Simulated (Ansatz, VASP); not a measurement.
# MgO in VASP and in Ansatz

Contents of INCAR:

```
PREC = Accurate ; ENCUT = 840
EDIFF = 1E-7 ; ISMEAR = -1
SIGMA = 0.05 ; LREAL = False
LASPH = True ; NELM = 120
ALGO = Normal ; ISIF = 3
LWAVE = False ; LCHARG = False
GGA = RP ; IBRION = 2
NSW = 60 ; EDIFFG = -0.01
GGA_COMPAT = False ; NELMIN = 4
```

The input KPOINTS:

```
regular mesh
0
Gamma
  11 11 11
```

The input POSCAR:

```
MgO
1.0
    0.0000000000      2.0970013927      2.0970013927
    2.0970013927      0.0000000000      2.0970013927
    2.0970013927      2.0970013927      0.0000000000
Mg O
1 1
Direct
    0.0000000000      0.0000000000      0.0000000000
    0.5000000000      0.5000000000      0.5000000000
```

Contents of input.yaml:

```yaml
crystal:
  lattice:
    - [0.0, 2.0970013927, 2.0970013927]
    - [2.0970013927, 0.0, 2.0970013927]
    - [2.0970013927, 2.0970013927, 0.0]
  atoms:
    - { symbol: Mg, position: [0.0, 0.0, 0.0] }
    - { symbol: O, position: [0.5, 0.5, 0.5] }
hamiltonian:
  xc: rpbe
  pseudopotentials: { kind: paw }
kpoints:
  mp_grid: { grid: [11, 11, 11] }
scf:
  occupations: { method: fermi_dirac, width: 0.05 }
output:
  forces: true
  stress: true
relax:
  f_tol: 0.01
  max_steps: 40
  cell: { stress_tol: 0.05 }
```

Alike in both runs: task relaxation of cell and atoms; functional RPBE; k mesh 11 × 11 × 11; occupations fermi-dirac, width 0.05 eV; no spin polarisation.

```csv
,VASP,Ansatz
version,VASP 6.6.1,Ansatz 0.2.0
potentials or method,"VASP PAW PBE potentials, release 64 (Mg_sv, O)",Ansatz PAW
plane-wave cutoff (eV),840,420
valence electrons in the cell,16,16
```

Ansatz gave:

```
relaxed volume (Å³/atom)                                                      : 9.93
relaxed length of the cell vector where the two differ most in proportion (Å) : 3.039
```

**Question.** What did VASP give for the same quantities?

**Answer.** Relaxed volume (Å³/atom): 9.91; relaxed length of the cell vector where the two differ most in proportion (Å): 3.038.

VASP's potentials were made for PBE, not for RPBE.

Noted on Ansatz's run: odd divisions of the mesh miss points on the zone boundary, where band edges often lie, so the gap on the mesh can be too wide; the plane-wave basis is chosen anew once the cell has moved, so the energies of steps on either side of that aren't comparable.
